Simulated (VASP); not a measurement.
# Cu5AgIr4RuRh (P1) in VASP: a series of runs

Cu5AgIr4RuRh is run at these levels: PBE; tasks: single point.

Everything below comes from runs of VASP 6.6.1. Logs are shortened: lines on timing, memory, paths and dates and some standing lists are left out, and cuts for length are marked.

**1. The cell of the first run**

The typed cell holds 12 atoms: a = 5.432 Å, b = 5.363 Å, c = 6.593 Å, α = 89.34°, β = 90.43°, γ = 120.39°.

**2. Single point, PBE**

The input, INCAR:

```
SYSTEM = Cu5AgIr4RuRh
PREC = Accurate
ENCUT = 520
EDIFF = 1E-6
ISMEAR = 0
SIGMA = 0.1
LREAL = .FALSE.
LASPH = .TRUE.
NELM = 80
ALGO = Fast
ISIF = 2
LWAVE = .FALSE.
LCHARG = .FALSE.
GGA = PE
ISYM = 0
NBANDS = 78
```

The input, KPOINTS:

```
regular mesh
0
G
  5 5 3
  0 0 0
```

The input, POSCAR:

```
Cu5AgIr4RuRh
1.0
   -3.8300148157     -3.8517607422      0.0131165910
    0.0134796782      3.8251633715      3.7582520274
   -3.8009115027      3.8356638804     -3.7822211955
Cu Ru Rh Ag Ir
5 1 1 1 4
Direct
    0.6772380918      0.3306761650      0.3305915250
    0.9904458404      0.5007394441      0.0069548380
    0.8326626285      0.6760796148      0.6657254266
    0.3340008340      0.6761215417      0.6667132929
    0.1685378138      0.8160509279      0.3435256630
    0.6717946917      0.8279036008      0.3187047118
    0.4855211657      0.9894942392      0.0061720686
    0.8280942100      0.1776945975      0.6673378758
    0.0078734750      0.0003766359      0.0099503261
    0.3283096333      0.1777619670      0.6647435219
    0.1856114630      0.3234728215      0.3316985351
    0.4924039436      0.4967626906      0.9984348980
```

Potentials or basis: VASP PAW PBE potentials, release 64 (Cu, Ru_pv, Rh_pv, Ag, Ir).

Started as:

```sh
> cat potpaw_PBE.64/Cu/POTCAR potpaw_PBE.64/Ru_pv/POTCAR potpaw_PBE.64/Rh_pv/POTCAR potpaw_PBE.64/Ag/POTCAR potpaw_PBE.64/Ir/POTCAR > POTCAR
> mpirun -np 1 vasp_std > vasp.out
```

OUTCAR:

```text
SYSTEM = Cu5AgIr4RuRh
   PREC = Accurate
   ENCUT = 520
   EDIFF = 1E-6
   ISMEAR = 0
   LREAL = .FALSE.
   LASPH = .TRUE.
   NELM = 80
   ISIF = 2
   GGA = PE
   ISYM = 0

 ion  position               nearest neighbor table
   1  0.677  0.331  0.331-   2 2.59   5 2.62   8 2.62  11 2.65   7 2.67   6 2.68   6 2.68  12 2.72
                             3 2.74   5 2.75  10 2.75  11 2.78
   2  0.990  0.501  0.007-   1 2.59   9 2.63   7 2.64   5 2.67  12 2.69   8 2.70   3 2.72   7 2.73
                             9 2.73  12 2.74  11 2.75   4 2.76
   3  0.833  0.676  0.666-   5 2.65   8 2.66  10 2.68  10 2.69   8 2.70   6 2.70   4 2.71  12 2.71
                             4 2.72   2 2.72   9 2.73   1 2.74
   4  0.334  0.676  0.667-   5 2.55  10 2.66   8 2.67   7 2.68  12 2.69   8 2.70  10 2.71   3 2.71
                             3 2.72  11 2.76   2 2.76   6 2.79
   5  0.169  0.816  0.344-   4 2.55   1 2.62   3 2.65   2 2.67  11 2.68   7 2.68  11 2.69   6 2.71
                            10 2.71   9 2.71   6 2.73   1 2.75
   6  0.672  0.828  0.319-   9 2.58   7 2.61  12 2.62  11 2.66   1 2.68   1 2.68   3 2.70   5 2.71
                            11 2.71   5 2.73   4 2.79   8 2.83
   7  0.486  0.989  0.006-   6 2.61   9 2.62   2 2.64  12 2.66   1 2.67   5 2.68   4 2.68  12 2.70
                             2 2.73   8 2.75  10 2.76   9 2.81
   8  0.828  0.178  0.667-   1 2.62   3 2.66   4 2.67   4 2.70   3 2.70   2 2.70  10 2.71  10 2.72
                             7 2.75  11 2.79   9 2.80   6 2.83
   9  0.008  0.000  0.010-   6 2.58  11 2.61   7 2.62  12 2.63   2 2.63   5 2.71  10 2.73   3 2.73
                             2 2.73  12 2.74   8 2.80   7 2.81
  10  0.328  0.178  0.665-  11 2.57   4 2.66  12 2.66   3 2.68   3 2.69   4 2.71   5 2.71   8 2.71
                             8 2.72   9 2.73   1 2.75   7 2.76
  11  0.186  0.323  0.332-  10 2.57   9 2.61  12 2.63   1 2.65   6 2.66   5 2.68   5 2.69   6 2.71
                             2 2.75   4 2.76   1 2.78   8 2.79
  12  0.492  0.497  0.998-   6 2.62  11 2.63   9 2.63  10 2.66   7 2.66   4 2.69   2 2.69   7 2.70
                             3 2.71   1 2.72   9 2.74   2 2.74

IMPORTANT INFORMATION: All symmetrisations will be switched off!
NOSYMM: (Re-)initialisation of all symmetry stuff for point group C_1.

----------------------------------------------------------------------------------------

                                     Primitive cell

  volume of cell :     165.6389

  direct lattice vectors                    reciprocal lattice vectors
    -3.830014816 -3.851760742  0.013116591    -0.174373309 -0.085932707  0.088088062
     0.013479678  3.825163371  3.758252027    -0.087647884  0.087756059  0.177077056
    -3.800911503  3.835663880 -3.782221196    -0.087697150  0.086901909 -0.088134555

  length of vectors
     5.431873190  5.362510123  6.592756846     0.213424431  0.216193342  0.151691897

  position of ions in fractional coordinates (direct lattice)
[... 121 lines left out ...]
  Fermi-wavevector in a.u.,A,eV,Ry     =   1.513949  2.860948 31.185103  2.292040
  Thomas-Fermi vector in A             =   2.623672
   LORBIT       =      0    0 simple, 1 ext, 2 COOP (PROOUT), +10 PAW based schemes
   GGA     = PE    functional components
   LHFCALC =     F    Hartree Fock is set to
   AEXX    =    0.0000 exact exchange contribution
   IVDW    =     0    specifies the selected vdW correction
   LEPSILON=     F    determine dielectric tensor
   LRPA    =     F    only Hartree local field effects (RPA)
 non-spin polarized calculation
 RMM-DIIS sequential band-by-band and
 Gauss-broadening in eV      SIGMA  =   0.10
  energy-cutoff  :      520.00
  volume of cell :      165.64
 maximum number of plane-waves:      4477
   NGX = 21   NGY = 19   NGZ = 25

 number of electron     130.9999998 magnetization

 Free energy of the ion-electron system (eV)
  ---------------------------------------------------
  ext. energy  EPLUGINS =         0.00000000
  ---------------------------------------------------
  free energy    TOTEN  =       -71.21274100 eV

  energy without entropy =      -71.14809434  energy(sigma->0) =      -71.18041767

 E-fermi :   8.7081     XC(G=0): -13.1439

 val. band max:        8.7076645218   @ k =  -0.0000   0.2000  -0.0000
 cond. band min:       8.7138560596   @ k =   0.4000  -0.4000   0.3333
 fundamental gap:      0.0061915377
 Fermi energy:         8.7081289856

 k-point     1 :       0.0000    0.0000    0.0000
  band No.  band energies     occupation
      1     -37.6875      2.00000
      2     -37.3761      2.00000
      3     -37.3229      2.00000
      4     -33.8676      2.00000
      5     -33.8076      2.00000
      6     -33.7190      2.00000
[... 1909 lines left out ...]
     76      12.9097      0.00000
     77      14.9057      0.00000

 [... further k-points ...]

 [bands above 77 left out]

------------------------ aborting loop because EDIFF is reached ----------------------------------------

  FORCE on cell =-STRESS in cart. coord.  units (eV):
  Direction    XX          YY          ZZ          XY          YZ          ZX
  --------------------------------------------------------------------------------------
  -------------------------------------------------------------------------------------
  Total        0.2816704      0.3815736      0.3191251     -0.0445726      0.0094677      0.0273720
  in kB        2.7245163      3.6908512      3.0868053     -0.4311376      0.0915787      0.2647616
  external PRESSURE =       3.1673909 kB  Pullay stress =       0.0000000 kB

 VOLUME and BASIS-vectors are now :
 -----------------------------------------------------------------------------
  energy-cutoff  :      520.00
  volume of cell :      165.64
      direct lattice vectors                 reciprocal lattice vectors
    -3.830014816 -3.851760742  0.013116591    -0.174373309 -0.085932707  0.088088062
     0.013479678  3.825163371  3.758252027    -0.087647884  0.087756059  0.177077056
    -3.800911503  3.835663880 -3.782221196    -0.087697150  0.086901909 -0.088134555

 POSITION                                       TOTAL-FORCE (eV/Angst)
 -----------------------------------------------------------------------------------
     -3.84592     -0.07563      0.00128        -0.008833      0.002380     -0.005544
     -3.81311     -1.87287      1.86859         0.004213     -0.009788      0.009716
     -5.71036      1.93240      0.03388        -0.003970      0.000390     -0.001311
     -3.80423      3.85707      0.02376         0.004139      0.007677      0.011129
     -1.94021      3.79001      1.76985        -0.000537     -0.005947     -0.010284
     -3.77319      1.80172      1.91487         0.004084     -0.013117     -0.009944
     -1.86967      1.93854      3.70179        -0.001862     -0.006248      0.017214
     -5.70571      0.04977     -1.84534         0.014055      0.006568      0.006346
     -0.06797      0.00928     -0.03612         0.014814      0.001409      0.002075
     -3.78167      1.96513     -1.84183        -0.011858     -0.013862     -0.016726
     -1.96729      1.79469     -0.03643         0.003617      0.022556     -0.002528
     -5.67418      3.83324     -1.90288        -0.017862      0.007983     -0.000144
 -----------------------------------------------------------------------------------
    total drift:                                0.000960     -0.000864     -0.001272

  FREE ENERGIE OF THE ION-ELECTRON SYSTEM (eV)
  ---------------------------------------------------
  free  energy   TOTEN  =       -71.2127409958 eV

  energy  without entropy=      -71.1480943374  energy(sigma->0) =      -71.18041767
```

OSZICAR:

```text
N       E                     dE             d eps       ncg     rms          rms(c)
DAV:   1     0.169103066230E+04    0.16910E+04   -0.58925E+04  6176   0.236E+03
DAV:   2     0.189537329043E+03   -0.15015E+04   -0.14446E+04  5928   0.635E+02
[... 15 lines left out ...]
RMM:  18    -0.712127376176E+02   -0.49546E-04   -0.81717E-04  8119   0.149E-01    0.613E-02
RMM:  19    -0.712127226001E+02    0.15018E-04   -0.31090E-04  7765   0.971E-02    0.221E-02
RMM:  20    -0.712127380169E+02   -0.15417E-04   -0.20537E-04  9097   0.409E-02    0.112E-02
RMM:  21    -0.712127409237E+02   -0.29068E-05   -0.45813E-05  8337   0.220E-02    0.868E-03
RMM:  22    -0.712127411268E+02   -0.20306E-06   -0.13294E-05  6544   0.152E-02    0.462E-03
RMM:  23    -0.712127409958E+02    0.13093E-06   -0.42407E-06  4383   0.982E-03
   1 F= -.71212741E+02 E0= -.71180418E+02  d E =-.646467E-01
```

stdout:

```text
POSCAR found type information on POSCAR CuRuRhAgIr
 POSCAR found :  5 types and      12 ions
 scaLAPACK will be used
 LDA part: xc-table for (Slater+PW92), standard interpolation
 POSCAR, INCAR and KPOINTS ok, starting setup
 FFT: planning ... GRIDC
 FFT: planning ... GRID_SOFT
 FFT: planning ... GRID
 WAVECAR not read
 entering main loop
```

Run time: 15 min. Hardware: 1 thread of Intel Xeon Platinum 8488C (Sapphire Rapids), shared host; peak memory 0.58 GiB.

Results:

* Free energy: -71.2127 eV
* Pressure: 0.3 GPa
* Largest force: 0.025 eV/Å
* Band gap on the k mesh: zero (an odd number of electrons rules out a gap without spin polarisation)

Forces in eV/Å, atoms in the order of the input:
```
Cu  -0.009  0.002 -0.006
Cu   0.004 -0.010  0.010
Cu  -0.004  0.000 -0.001
Cu   0.004  0.008  0.011
Cu  -0.001 -0.006 -0.010
Ru   0.004 -0.013 -0.010
Rh  -0.002 -0.006  0.017
Ag   0.014  0.007  0.006
Ir   0.015  0.001  0.002
Ir  -0.012 -0.014 -0.017
Ir   0.004  0.023 -0.003
Ir  -0.018  0.008  0.000
```

Caveat: spin-orbit coupling is left out, which moves the levels of the heavy elements.

**3. Single point, PBE**

This run uses another cell than the first one, of 13.71 Å³/atom.

The input, INCAR:

```
  PREC = Accurate
  ENCUT = 520
  EDIFF = 1E-6
  ISMEAR = 0
  SIGMA = 0.1
  LREAL = False
  LASPH = True
  NELM = 60
  ALGO = Fast
  ISIF = 2
  LWAVE = False
  LCHARG = False
  GGA = PE
  ISYM = 0
  NBANDS = 78
```

The input, KPOINTS:

```
Automatic mesh
0
Gamma
  5 5 3
```

The input, POSCAR:

```
Cu5AgIr4RuRh
1.0
   -3.8304229338     -3.8263969201     -0.0244828373
    0.0507190615      3.7997429161      3.7765458298
   -3.8209358068      3.7922776685     -3.8197892446
Cu Ru Rh Ag Ir
5 1 1 1 4
Direct
    0.0035649317      0.9938517870      0.0013951714
    0.8324407424      0.1621207845      0.6666625001
    0.3382799702      0.1594328375      0.6637961860
    0.6549107811      0.3378829528      0.3317185750
    0.1655307983      0.8478690152      0.3320101930
    0.1549607538      0.3418568009      0.3357636237
    0.5033734221      0.0026958477      0.9948713753
    0.8434692098      0.6674709423      0.6608376812
    0.4942070324      0.4959534147      0.0059995962
    0.0013186289      0.4898462078      0.0052805522
    0.3346393716      0.6500702580      0.6674251259
    0.6611883588      0.8507189093      0.3312185225
```

Potentials or basis: VASP PAW PBE potentials, release 64 (Cu, Ru_pv, Rh_pv, Ag, Ir).

Started as:

```sh
> cat potpaw_PBE.64/Cu/POTCAR potpaw_PBE.64/Ru_pv/POTCAR potpaw_PBE.64/Rh_pv/POTCAR potpaw_PBE.64/Ag/POTCAR potpaw_PBE.64/Ir/POTCAR > POTCAR
> mpirun -np 1 vasp_std > vasp.out
```

OUTCAR:

```text
PREC = Accurate
   ENCUT = 520
   EDIFF = 1E-6
   ISMEAR = 0
   LREAL = False
   LASPH = True
   NELM = 60
   ISIF = 2
   GGA = PE
   ISYM = 0

 ion  position               nearest neighbor table
   1  0.004  0.994  0.001-   5 2.62   9 2.64  10 2.66   7 2.68   9 2.68  10 2.69  12 2.70   8 2.70
                             3 2.71   6 2.73   2 2.73   7 2.73
   2  0.832  0.162  0.667-  12 2.64  11 2.64   6 2.65   7 2.65   3 2.67   8 2.68   8 2.68  11 2.69
                            10 2.69   1 2.73   3 2.75   4 2.77
   3  0.338  0.159  0.664-   5 2.62   8 2.63   4 2.64  11 2.64   7 2.66   2 2.67   8 2.70   1 2.71
                            11 2.72   9 2.74   2 2.75   6 2.77
   4  0.655  0.338  0.332-   5 2.61   9 2.63  12 2.63   3 2.64   8 2.65  10 2.69   6 2.70   7 2.70
                             6 2.72   5 2.72  12 2.73   2 2.77
   5  0.166  0.848  0.332-   4 2.61   3 2.62   1 2.62   8 2.63  12 2.68   6 2.68   6 2.68  10 2.71
                             4 2.72   7 2.72  12 2.74  11 2.81
   6  0.155  0.342  0.336-  10 2.61  11 2.61  12 2.62   2 2.65   5 2.68   5 2.68   9 2.69   4 2.70
                            12 2.70   4 2.72   1 2.73   3 2.77
   7  0.503  0.003  0.995-  10 2.63   2 2.65  12 2.66   3 2.66   9 2.67   1 2.68   9 2.69  11 2.70
                            10 2.70   4 2.70   5 2.72   1 2.73
   8  0.843  0.667  0.661-   3 2.63   5 2.63   4 2.65   2 2.68   2 2.68   3 2.70   1 2.70  11 2.71
                            11 2.71  10 2.77  12 2.78   9 2.79
   9  0.494  0.496  0.006-   4 2.63   1 2.64  10 2.65   7 2.67  11 2.68   1 2.68   6 2.69   7 2.69
                            12 2.69   3 2.74  10 2.76   8 2.79
  10  0.001  0.490  0.005-   6 2.61   7 2.63   9 2.65   1 2.66   4 2.69   2 2.69   1 2.69   7 2.70
                             5 2.71  11 2.71   9 2.76   8 2.77
  11  0.335  0.650  0.667-   6 2.61   2 2.64   3 2.64   9 2.68   2 2.69  12 2.69   7 2.70   8 2.71
                             8 2.71  10 2.71   3 2.72   5 2.81
  12  0.661  0.851  0.331-   6 2.62   4 2.63   2 2.64   7 2.66   5 2.68  11 2.69   9 2.69   1 2.70
                             6 2.70   4 2.73   5 2.74   8 2.78

IMPORTANT INFORMATION: All symmetrisations will be switched off!
NOSYMM: (Re-)initialisation of all symmetry stuff for point group C_1.

[... 157 lines left out ...]
  ext. energy  EPLUGINS =         0.00000000
  ---------------------------------------------------
  free energy    TOTEN  =       -71.57492919 eV

  energy without entropy =      -71.52591419  energy(sigma->0) =      -71.55042169

 E-fermi :   8.8550     XC(G=0): -13.1884

 val. band max:        8.8524291683   @ k =   0.2000   0.0000   0.0000
 cond. band min:       8.8555824388   @ k =   0.2000   0.4000   0.3333
 fundamental gap:      0.0031532706
 Fermi energy:         8.8550161209

 k-point     1 :       0.0000    0.0000    0.0000
  band No.  band energies     occupation
      1     -37.6202      2.00000
      2     -37.4622      2.00000
      3     -37.3138      2.00000
      4     -34.0156      2.00000
      5     -33.9783      2.00000
      6     -33.8256      2.00000
[... 1909 lines left out ...]
     76      12.9745      0.00000
     77      15.1187      0.00000

 [... further k-points ...]

 [bands above 77 left out]

------------------------ aborting loop because EDIFF is reached ----------------------------------------

  FORCE on cell =-STRESS in cart. coord.  units (eV):
  Direction    XX          YY          ZZ          XY          YZ          ZX
  --------------------------------------------------------------------------------------
  -------------------------------------------------------------------------------------
  Total        0.0864322      0.2490973      0.1575095     -0.0207411      0.0126451     -0.0173039
  in kB        0.8414790      2.4251404      1.5334672     -0.2019299      0.1231091     -0.1684657
  external PRESSURE =       1.6000289 kB  Pullay stress =       0.0000000 kB

 VOLUME and BASIS-vectors are now :
 -----------------------------------------------------------------------------
  energy-cutoff  :      520.00
  volume of cell :      164.57
      direct lattice vectors                 reciprocal lattice vectors
    -3.830422934 -3.826396920 -0.024482837    -0.175223028 -0.086507036  0.089391645
     0.050719062  3.799742916  3.776545830    -0.089379255  0.088340076  0.177109900
    -3.820935807  3.792277669 -3.819789245    -0.087244315  0.087894452 -0.087262643

 POSITION                                       TOTAL-FORCE (eV/Angst)
 -----------------------------------------------------------------------------------
      0.03142      3.76803      3.74791        -0.000517     -0.002491     -0.003974
     -5.72765     -0.04106     -1.95463         0.006523      0.004727     -0.001763
     -3.82399      1.82871     -1.94174        -0.009020      0.000673     -0.001050
     -3.75892      0.03589     -0.00710        -0.005671     -0.005997     -0.004177
     -1.85964      3.84737      1.92975         0.003214     -0.001112      0.001961
     -1.85916      1.97934      0.00470         0.012816     -0.001191      0.000194
     -5.72934      1.85697     -3.80234        -0.012513      0.008374      0.001255
     -5.72201      1.81485     -0.02418        -0.005941      0.000660     -0.002541
     -1.89079      0.01622      1.83797        -0.008416     -0.002325     -0.006921
     -0.00038      1.87627      1.82972         0.003924     -0.002129     -0.011306
     -3.79903      3.72070     -0.10260         0.024087      0.001439      0.015787
     -3.75505      1.95862      1.93141        -0.008485     -0.000628      0.012536
 -----------------------------------------------------------------------------------
    total drift:                                0.001537     -0.000977      0.001712

  FREE ENERGIE OF THE ION-ELECTRON SYSTEM (eV)
  ---------------------------------------------------
  free  energy   TOTEN  =       -71.5749291940 eV

  energy  without entropy=      -71.5259141948  energy(sigma->0) =      -71.55042169
```

It took 26 min on 1 thread of Oxide Virtual Turin-like, shared host; peak memory 0.55 GiB.

Results:

| Item | Value |
| --- | --- |
| Free energy | -71.5749 eV |
| Pressure | 0.2 GPa |
| Largest force | 0.029 eV/Å |
| Band gap on the k mesh | zero (an odd number of electrons rules out a gap without spin polarisation) |

Forces on the atoms (eV/Å):
```
Cu  -0.001 -0.002 -0.004
Cu   0.007  0.005 -0.002
Cu  -0.009  0.001 -0.001
Cu  -0.006 -0.006 -0.004
Cu   0.003 -0.001  0.002
Ru   0.013 -0.001  0.000
Rh  -0.013  0.008  0.001
Ag  -0.006  0.001 -0.003
Ir  -0.008 -0.002 -0.007
Ir   0.004 -0.002 -0.011
Ir   0.024  0.001  0.016
Ir  -0.008 -0.001  0.013
```

Levels at points of the mesh, in eV from the Fermi level:
| k point | band 63 | band 64 | band 65 | band 66 | band 67 | band 68 | band 69 | band 70 |
| --- | --- | --- | --- | --- | --- | --- | --- | --- |
| (0.00, 0.00, 0.00) | 0.07 | 0.18 | 0.29 | 0.42 | 0.60 | 0.87 | 1.49 | 1.59 |

Caveat: spin-orbit coupling is left out, which moves the levels of the heavy elements.
